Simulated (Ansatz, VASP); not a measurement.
## One calculation of Se, two programs

```xyz
3
Lattice="4.0681 0.0000 0.0000 -2.0341 3.5231 0.0000 0.0000 0.0000 5.1277" Properties=species:S:1:pos:R:3 pbc="T T T"
Se    0.8187    0.0000    1.7092
Se   -0.4094    0.7090    3.4185
Se    1.6247    2.8141    0.0000
```

Alike in both runs: task single point; functional PBE; dispersion D3(BJ); k mesh 9 × 9 × 8; occupations gaussian, width 0.05 eV; no spin polarisation.

```csv
,VASP,Ansatz
version,VASP 6.6.1,Ansatz 0.2.0
potentials or method,"VASP PAW PBE potentials, release 64 (Se), cutoff 520 eV","scalar-relativistic, plane waves, PAW"
valence electrons in the cell,18,48
```

```tsv
	VASP	Ansatz	Ansatz less VASP
gap on the k mesh at the Fermi level (eV)	none	none	-
pressure (GPa)	13.6	13.2	-0.34
traceless stress, the component that is largest in VASP (GPa)	6.84	6.56	-0.277
rms of the force components (eV/Å)	2.082	2.041	-0.0413
```

Atom by atom the forces differ by 0.041 eV/Å (rms over components). A gap of «none» marks a metal or a gap that the smearing closes. VASP's potentials hold 18 valence electrons a cell and Ansatz's 48, so a difference there can come from the potentials and not from the codes.
